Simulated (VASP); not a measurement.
A run of VASP 6.6.1 is set up as follows.

The input INCAR:

```
ALGO = Normal
EDIFF = 1E-8
ENCUT = 520
GGA = PE
GGA_COMPAT = False
ISIF = 2
ISMEAR = 0
LASPH = True
LCHARG = False
LEPSILON = True
LREAL = False
LWAVE = False
NELM = 120
PREC = Accurate
SIGMA = 0.01
```

The input KPOINTS:

```
k-points
0
Gamma
  9 9 9
```

The input POSCAR:

```
ZrC
1.0
    0.0000000000      2.5455200000      2.5455200000
    2.5455200000      0.0000000000      2.5455200000
    2.5455200000      2.5455200000      0.0000000000
Zr C
1 1
Direct
    0.5000000000      0.5000000000      0.5000000000
    0.7500000000      0.7500000000      0.7500000000
```

Potentials or basis: VASP PAW PBE potentials, release 64 (Zr_sv, C).

Command:

```bash
$ cat potpaw_PBE.64/Zr_sv/POTCAR potpaw_PBE.64/C/POTCAR > POTCAR
$ mpirun -np 1 vasp_std > vasp.out
```

Problem. Estimate the electronic dielectric tensor (diagonal).

Solution. 36.99.

Problem. Predict the Born charges (mean of the diagonal).

Solution. Zr +4.72; C -4.72 e.

Problem. Estimate the band gap on the k mesh.

Solution. 0.55 eV.

Electronic dielectric tensor:
```
36.99  0.00  0.00
 0.00 36.99  0.00
 0.00  0.00 36.99
```

Caveat: the gap is small at this level, which inflates the dielectric constant; an odd mesh through Γ misses points on the zone boundary, where band edges can lie.
